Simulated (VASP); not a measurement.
# Au (Fm-3m) in VASP: further runs

The runs below take Au through single point, with PBEsol.

Everything below comes from runs of VASP 6.6.1. Logs are shortened: lines on timing, memory, paths and dates and some standing lists are left out, and cuts for length are marked.

## Step 1: The cell of the first run

It takes space group Fm-3m (No. 225, cubic). Conventional cell: a = 3.884 Å, b = 3.884 Å, c = 3.884 Å, α = 90.00°, β = 90.00°, γ = 90.00°. Au (site symmetry m-3m) has 12 Au at 2.75 Å within 3.6 Å.

## Step 2: Single point, PBEsol

File INCAR:

```
PREC = Accurate
ENCUT = 500
EDIFF = 1E-6
ISMEAR = -1
SIGMA = 0.05
LREAL = F
LASPH = T
NELM = 120
ALGO = Normal
ISIF = 2
LWAVE = F
LCHARG = F
GGA = PS
NBANDS = 12
GGA_COMPAT = F
```

File KPOINTS:

```
Automatic mesh
0
Gamma
  9 9 9
```

File POSCAR:

```
Au
1.0
    0.0000000000      1.9419506459      1.9419506459
    1.9419506459      0.0000000000      1.9419506459
    1.9419506459      1.9419506459      0.0000000000
Au
1
Direct
    0.0000000000      0.0000000000      0.0000000000
```

Potentials or basis: VASP PAW PBE potentials, release 64 (Au).

On the command line:

```
$ cat potpaw_PBE.64/Au/POTCAR > POTCAR
$ mpirun -np 1 vasp_std > vasp.out
```

OUTCAR:

```text
PREC = Accurate
   ENCUT = 500
   EDIFF = 1E-6
   ISMEAR = -1
   LREAL = F
   LASPH = T
   NELM = 120
   ISIF = 2
   GGA = PS

 ion  position               nearest neighbor table
   1  0.000  0.000  0.000-

  LATTYP: Found a face centered cubic cell.
 ALAT       =     3.8839012918

  Lattice vectors:

 A1 = (   0.0000000000,   1.9419506459,   1.9419506459)
 A2 = (   1.9419506459,   0.0000000000,   1.9419506459)
 A3 = (   1.9419506459,   1.9419506459,   0.0000000000)

Analysis of symmetry for initial positions (statically):
=====================================================================
 Subroutine PRICEL returns:
 Original cell was already a primitive cell.

 Routine SETGRP: Setting up the symmetry group for a
 face centered cubic supercell.

 Subroutine GETGRP returns: Found 48 space group operations
 (whereof 48 operations were pure point group operations)
 out of a pool of 48 trial point group operations.

The static configuration has the point symmetry O_h .

Analysis of symmetry for dynamics (positions and initial velocities):
=====================================================================
 Subroutine PRICEL returns:
 Original cell was already a primitive cell.

 Routine SETGRP: Setting up the symmetry group for a
 face centered cubic supercell.

 Subroutine GETGRP returns: Found 48 space group operations
 (whereof 48 operations were pure point group operations)
 out of a pool of 48 trial point group operations.

The dynamic configuration has the point symmetry O_h .

 Subroutine INISYM returns: Found 48 space group operations
 (whereof 48 operations are pure point group operations),
 and found     1 'primitive' translations

----------------------------------------------------------------------------------------

                                     Primitive cell

  volume of cell :      14.6469

  direct lattice vectors                    reciprocal lattice vectors
     0.000000000  1.941950646  1.941950646    -0.257473073  0.257473073  0.257473073
     1.941950646  0.000000000  1.941950646     0.257473073 -0.257473073  0.257473073
     1.941950646  1.941950646  0.000000000     0.257473073  0.257473073 -0.257473073

  length of vectors
     2.746332941  2.746332941  2.746332941     0.445956444  0.445956444  0.445956444

  position of ions in fractional coordinates (direct lattice)
     0.000000000  0.000000000  0.000000000

  ion indices of the primitive-cell ions
   primitive index   ion index
                 1           1

----------------------------------------------------------------------------------------

 KPOINTS: Automatic mesh

Automatic generation of k-mesh.
 Grid dimensions read from file:
 generate k-points for:    9    9    9

 Generating k-lattice:

  Cartesian coordinates                     Fractional coordinates (reciprocal lattice)
    -0.028608119  0.028608119  0.028608119     0.111111111  0.000000000  0.000000000
     0.028608119 -0.028608119  0.028608119     0.000000000  0.111111111  0.000000000
     0.028608119  0.028608119 -0.028608119     0.000000000  0.000000000  0.111111111

  Length of vectors
     0.049550716  0.049550716  0.049550716

  Shift w.r.t. Gamma in fractional coordinates (k-lattice)
     0.000000000  0.000000000  0.000000000

 Subroutine IBZKPT returns following result:
 ===========================================

 Found     35 irreducible k-points:

 Following reciprocal coordinates:
            Coordinates               Weight
  0.000000  0.000000  0.000000      1.000000
  0.111111  0.000000  0.000000      8.000000
  0.222222  0.000000  0.000000      8.000000
  0.333333  0.000000  0.000000      8.000000
  0.444444  0.000000  0.000000      8.000000
  0.111111  0.111111  0.000000      6.000000
[... 16 lines left out ...]
 -0.333333  0.333333  0.000000     12.000000
  0.444444  0.444444  0.000000      6.000000
 [... further k-points ...]
   k-points           NKPTS =     35   k-points in BZ     NKDIM =     35   number of bands    NBANDS=     12
   number of dos      NEDOS =    301   number of ions     NIONS =      1
   total plane-waves  NPLWV =   8000
   dimension x,y,z NGX =    20 NGY =   20 NGZ =   20
   dimension x,y,z NGXF=    40 NGYF=   40 NGZF=   40
   ions per type =               1
   NGX,Y,Z   is equivalent  to a cutoff of  12.11, 12.11, 12.11 a.u.
   NGXF,Y,Z  is equivalent  to a cutoff of  24.21, 24.21, 24.21 a.u.
 SYSTEM =  unknown system
   PREC   = accura    normal or accurate (medium, high low for compatibility)
   ISTART =      0    job   : 0-new  1-cont  2-samecut
   ICHARG =      2    charge: 1-file 2-atom 10-const
   ISPIN  =      1    spin polarized calculation?
   LNONCOLLINEAR =      F non collinear calculations
   LSORBIT =      F    spin-orbit coupling
   LASPH  =      T    aspherical Exc in radial PAW
   ENCUT  =  500.0 eV  36.75 Ry    6.06 a.u.   5.01  5.01  5.01*2*pi/ulx,y,z
   NELM   =    120;   NELMIN=  2; NELMDL= -5     # of ELM steps
   EDIFF  = 0.1E-05   stopping-criterion for ELM
   LREAL  =      F    real-space projection
   EDIFFG = 0.1E-04   stopping-criterion for IOM
   NSW    =      0    number of steps for IOM
   IBRION =     -1    ionic relax: 0-MD 1-quasi-New 2-CG
   NFREE  =      0    steps in history (QN), initial steepest desc. (CG)
   ISIF   =      2    stress and relaxation
   ISYM   =      2    0-nonsym 1-usesym 2-fastsym
   POTIM  = 0.5000    time-step for ionic-motion
   TEBEG  =    0.0;   TEEND  =   0.0 temperature during run
   PSTRESS=    0.0 pullay stress
   NELECT =      11.0000    total number of electrons
   NUPDOWN=      -1.0000    fix difference up-down
   EMIN   =  10.00;   EMAX   =-10.00  energy-range for DOS
   EFERMI =   0.00;   METHOD = LEGACY
   ISMEAR =    -1;   SIGMA  =   0.05  broadening in eV -4-tet -1-fermi 0-gaus
   EFERMI_NEDOS =   21; number of points for ismear=-14 and -15
   IALGO  =     38    algorithm
   IMIX   =      4    mixing-type and parameters
     AMIX     =   0.40;   BMIX     =  1.00
     AMIX_MAG =   1.60;   BMIX_MAG =  1.00
  volume/ion in A,a.u.               =      14.65        98.84
  Fermi-wavevector in a.u.,A,eV,Ry     =   1.488073  2.812050 30.128210  2.214361
  Thomas-Fermi vector in A             =   2.601154
   LORBIT       =      0    0 simple, 1 ext, 2 COOP (PROOUT), +10 PAW based schemes
   GGA     = PS    functional components
   LHFCALC =     F    Hartree Fock is set to
   AEXX    =    0.0000 exact exchange contribution
   IVDW    =     0    specifies the selected vdW correction
   LEPSILON=     F    determine dielectric tensor
   LRPA    =     F    only Hartree local field effects (RPA)
 non-spin polarized calculation
  energy-cutoff  :      500.00
  volume of cell :       14.65
 maximum number of plane-waves:       380
   NGX =  9   NGY =  9   NGZ =  9

 number of electron      10.9999999 magnetization

 Free energy of the ion-electron system (eV)
  ---------------------------------------------------
  ext. energy  EPLUGINS =         0.00000000
  ---------------------------------------------------
  free energy    TOTEN  =        -3.70046779 eV

  energy without entropy =       -3.69840057  energy(sigma->0) =       -3.69943418

 E-fermi :  11.7224     XC(G=0): -13.7963

 val. band max:       11.6509978929   @ k =   0.4444   0.4444   0.0000
 cond. band min:      12.3569529650   @ k =  -0.4444   0.1111   0.0000
 fundamental gap:      0.7059550720
 Fermi energy:        11.7223562317

 k-point     1 :       0.0000    0.0000    0.0000
  band No.  band energies     occupation
      1       0.3837      2.00000
      2       6.4422      2.00000
      3       6.4422      2.00000
      4       6.4422      2.00000
      5       8.4319      2.00000
      6       8.4319      2.00000
      7      26.2024      0.00000
      8      31.0754      0.00000
      9      31.0754      0.00000
     10      31.0754      0.00000
     11      36.4660      0.00000
     12      43.1053      0.00000

 k-point     2 :       0.1111    0.0000    0.0000
  band No.  band energies     occupation
      1       0.8706      2.00000
      2       6.2665      2.00000
      3       6.6137      2.00000
      4       6.6137      2.00000
      5       8.3548      2.00000
      6       8.3548      2.00000
      7      26.8628      0.00000
      8      28.8627      0.00000
      9      31.7759      0.00000
     10      31.7759      0.00000
     11      37.7609      0.00000
     12      40.3565      0.00000

 k-point     3 :       0.2222    0.0000    0.0000
  band No.  band energies     occupation
      1       2.0958      2.00000
      2       6.1131      2.00000
      3       6.8114      2.00000
      4       6.8114      2.00000
      5       8.4822      2.00000
      6       8.4822      2.00000
      7      25.1573      0.00000
      8      27.8131      0.00000
      9      33.4661      0.00000
     10      33.4661      0.00000
     11      34.9946      0.00000
     12      36.9681      0.00000
[... 286 lines left out ...]
 k-point    23 :      -0.3333    0.3333    0.0000
  band No.  band energies     occupation
      1       4.5296      2.00000
      2       5.5082      2.00000
      3       6.6239      2.00000
      4       8.2306      2.00000
      5       9.3933      2.00000
      6      14.7890      0.00000
      7      19.2231      0.00000
      8      20.1482      0.00000
      9      27.5862      0.00000
     10      30.0061      0.00000
     11      38.2750      0.00000
     12      39.0078      0.00000

 k-point    24 :       0.4444    0.4444    0.0000
  band No.  band energies     occupation
      1       3.4392      2.00000
      2       3.8539      2.00000
      3       9.9013      2.00000
      4      10.2332      2.00000
      5      10.2332      2.00000
      6      11.6510      1.61292
      7      20.2988      0.00000
      8      22.7765      0.00000
      9      22.7765      0.00000
     10      30.7592      0.00000
     11      33.8635      0.00000
     12      40.7419      0.00000

 [... further k-points ...]

------------------------ aborting loop because EDIFF is reached ----------------------------------------

  FORCE on cell =-STRESS in cart. coord.  units (eV):
  Direction    XX          YY          ZZ          XY          YZ          ZX
  --------------------------------------------------------------------------------------
  -------------------------------------------------------------------------------------
  Total        3.6251937      3.6251937      3.6251937      0.0000000     -0.0000000      0.0000000
  in kB      396.5493474    396.5493474    396.5493474      0.0000000     -0.0000000      0.0000000
  external PRESSURE =     396.5493474 kB  Pullay stress =       0.0000000 kB

 VOLUME and BASIS-vectors are now :
 -----------------------------------------------------------------------------
  energy-cutoff  :      500.00
  volume of cell :       14.65
      direct lattice vectors                 reciprocal lattice vectors
     0.000000000  1.941950646  1.941950646    -0.257473073  0.257473073  0.257473073
     1.941950646  0.000000000  1.941950646     0.257473073 -0.257473073  0.257473073
     1.941950646  1.941950646  0.000000000     0.257473073  0.257473073 -0.257473073

 POSITION                                       TOTAL-FORCE (eV/Angst)
 -----------------------------------------------------------------------------------
      0.00000      0.00000      0.00000        -0.000000      0.000000      0.000000
 -----------------------------------------------------------------------------------
    total drift:                                0.000000     -0.000000      0.000000

  FREE ENERGIE OF THE ION-ELECTRON SYSTEM (eV)
  ---------------------------------------------------
  free  energy   TOTEN  =        -3.7004677861 eV

  energy  without entropy=       -3.6984005729  energy(sigma->0) =       -3.69943418
```

Wall time 5.4 s (1 thread of Intel Xeon Platinum 8375C at 2.90GHz (Ice Lake), shared host); peak memory 0.13 GiB.

Results:

| Item | Value |
| --- | --- |
| Free energy | -3.7005 eV |
| Pressure | 39.7 GPa |
| Band gap on the k mesh | zero (an odd number of electrons rules out a gap without spin polarisation) |

Caveat: the cell stands under pressure; the PAW data sets were made with another functional, which shifts forces and pressure a little; spin-orbit coupling is left out, which moves the levels of the heavy elements.

## Step 3: Single point, PBEsol

This run uses another cell than the first one, of 13.97 Å³/atom.

File INCAR:

```
PREC = Accurate
ENCUT = 500
EDIFF = 1E-6
ISMEAR = -1
SIGMA = 0.05
LREAL = False
LASPH = True
NELM = 120
ALGO = Normal
ISIF = 2
LWAVE = False
LCHARG = False
GGA = PS
NBANDS = 12
GGA_COMPAT = False
```

KPOINTS is that of step 2.

File POSCAR:

```
Au
1.0
    0.0000000000      1.9116648912      1.9116648912
    1.9116648912      0.0000000000      1.9116648912
    1.9116648912      1.9116648912      0.0000000000
Au
1
Direct
    0.0000000000      0.0000000000      0.0000000000
```

Potentials or basis: VASP PAW PBE potentials, release 64 (Au).

On the command line:

```
$ cat potpaw_PBE.64/Au/POTCAR > POTCAR
$ mpirun -np 1 vasp_std > vasp.out
```

Run time: 5.3 s. Hardware: 1 thread of Intel Xeon Platinum 8375C at 2.90GHz (Ice Lake), shared host; peak memory 0.13 GiB.

The run converged. Its results:

| Property | Result |
| --- | --- |
| Free energy | -3.4925 eV |
| Pressure | 59.7 GPa |
| Band gap on the k mesh | zero (an odd number of electrons rules out a gap without spin polarisation) |

Levels at points of the mesh, in eV from the Fermi level:
| k point | band 3 | band 4 | band 5 | band 6 | band 7 | band 8 | band 9 | band 10 |
| --- | --- | --- | --- | --- | --- | --- | --- | --- |
| (0.00, 0.00, 0.00) | -5.60 | -5.60 | -3.44 | -3.44 | 14.33 | 19.48 | 19.48 | 19.48 |

Caveat: the cell stands under pressure; the PAW data sets were made with another functional, which shifts forces and pressure a little; spin-orbit coupling is left out, which moves the levels of the heavy elements.

(Part 1 of 2 ends here.)
